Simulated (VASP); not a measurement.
**ZnS (rocksalt type): single point with PBE**

Crystal: ZnS (rocksalt type).

```
Zn S
1.0
     0.00000    2.42785    2.42785
     2.42785    0.00000    2.42785
     2.42785    2.42785    0.00000
Zn S
1 1
Direct
  0.00000 0.00000 0.00000
  0.50000 0.50000 0.50000
```

```
Program                : VASP 6.6.1
Task                   : single point
Functional             : PBE
Potentials or basis    : VASP PAW PBE potentials, release 64 (Zn, S)
Cutoff                 : 520 eV
k mesh                 : 15 × 15 × 15
Occupations            : fermi-dirac, width 0.1 eV
Spin                   : no spin polarisation
Dipole correction      : no
Further INCAR settings : ALGO = Normal; EDIFF = 1e-06; NBANDS = 16
```

| Item | Value |
| --- | --- |
| Pressure | 18.3 GPa |
| Band gap on the k mesh | zero (band 9 reaches 5.51 eV, above the bottom of band 10 at 5.23 eV) |

Levels at points of the mesh, in eV from the Fermi level:
| k point | band 5 | band 6 | band 7 | band 8 | band 9 | band 10 | band 11 | band 12 | band 13 | band 14 |
| --- | --- | --- | --- | --- | --- | --- | --- | --- | --- | --- |
| (0.00, 0.00, 0.00) | -6.82 | -6.82 | -0.95 | -0.95 | -0.95 | 2.80 | 8.82 | 8.82 | 8.82 | 12.25 |

Run time: 24 s on 1 thread of Intel(R) Xeon(R) 6975P-C (Granite Rapids), with other jobs on the host, peak memory 0.19 GiB.
